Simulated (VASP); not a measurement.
Input of a VASP 6.6.1 run:

The input INCAR:

```
SYSTEM = TiO2
  PREC = Accurate
  ENCUT = 520
  EDIFF = 1E-6
  ISMEAR = 0
  SIGMA = 0.01
  LREAL = .False.
  LASPH = .True.
  NELM = 100
  ALGO = Normal
  ISIF = 2
  LWAVE = .False.
  LCHARG = .False.
  GGA = PS
  NBANDS = 33
```

Contents of KPOINTS:

```
Automatic mesh
0
Gamma
  5 5 4
  0 0 0
```

POSCAR

```
TiO2
1.0
    2.7504030990     -2.7510342812      0.0000000000
    2.7504030990      2.7510342812      0.0000000000
   -2.6767113140      0.0000000000      4.8752843718
Ti O
2 4
Direct
    0.1341100000      0.8658900000      0.2500000000
    0.8658900000      0.1341100000      0.7500000000
    0.3312210000      0.0887550000      0.6671490000
    0.6687790000      0.9112450000      0.3328510000
    0.9112450000      0.6687790000      0.8328510000
    0.0887550000      0.3312210000      0.1671490000
```

Potentials or basis: VASP PAW PBE potentials, release 64 (Ti_sv, O).

Command:

```bash
$ cat potpaw_PBE.64/Ti_sv/POTCAR potpaw_PBE.64/O/POTCAR > POTCAR
$ mpirun -np 1 vasp_std > vasp.out
```

Predict the largest force.

0.470 eV/Å.

What does it give for the band gap on the k mesh?

1.88 eV, indirect (least direct gap 2.22 eV).

Estimate the pressure.

-15.3 GPa.

Stress tensor (GPa, compression positive):
```
-15.26   0.00  -0.69
  0.00 -15.27   0.00
 -0.69   0.00 -15.44
```

Caveat: the PAW data sets were made with another functional, which shifts forces and pressure a little. A k mesh can miss the band edges.
